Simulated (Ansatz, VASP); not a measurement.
## One calculation of TiN, two programs

INCAR

```
PREC = Accurate ; ENCUT = 520
EDIFF = 1E-7 ; ISMEAR = -1
SIGMA = 0.08 ; LREAL = F
LASPH = T ; NELM = 80
ALGO = Normal ; ISIF = 2
LWAVE = F ; LCHARG = F
GGA = CA ; NBANDS = 16
```

Contents of KPOINTS:

```
Automatic mesh
0
Gamma
  17 17 17
```

File POSCAR:

```
TiN
1.0
    0.0000000000      1.9363514904      1.9363514904
    1.9363514904      0.0000000000      1.9363514904
    1.9363514904      1.9363514904      0.0000000000
Ti N
1 1
Direct
    0.0000000000      0.0000000000      0.0000000000
    0.5000000000      0.5000000000      0.5000000000
```

Input for Ansatz:

```yaml
crystal:
  lattice:
    - [0.0, 1.9363514904, 1.9363514904]
    - [1.9363514904, 0.0, 1.9363514904]
    - [1.9363514904, 1.9363514904, 0.0]
  atoms:
    - { symbol: Ti, position: [0.0, 0.0, 0.0] }
    - { symbol: "N", position: [0.5, 0.5, 0.5] }
kpoints:
  mp_grid: { grid: [17, 17, 17] }
scf:
  occupations: { method: fermi_dirac, width: 0.08 }
hamiltonian:
  xc: lda
  pseudopotentials: { kind: all_electron, lapw: { basis_error: 0.001 } }
output:
  forces: true
  stress: true
  eigenvalues: true
  populations: true
```

Change from the starting cell: volume scaled by 0.8, LAPW.

Alike in both runs: task single point; functional LDA; k mesh 17 × 17 × 17; occupations fermi-dirac, width 0.08 eV; no spin polarisation.

```csv
,VASP,Ansatz
version,VASP 6.6.1,Ansatz 0.2.0
potentials or method,"VASP PAW LDA potentials, release 64 (Ti_sv, N), cutoff 520 eV","all-electron LAPW, scalar-relativistic"
```

|  | VASP | Ansatz | Ansatz less VASP |
| --- | --- | --- | --- |
| pressure (GPa) | 115.4 | 114.1 | -1.24 |

LDA's correlation is that of Perdew and Zunger in VASP and of Perdew and Wang (1992) in Ansatz. Both programs put the cell under a high pressure, so it lies far from rest at this level. Ansatz ran all-electron here, and VASP with PAW potentials.

Noted on VASP's run: the cell as given lies far from equilibrium.
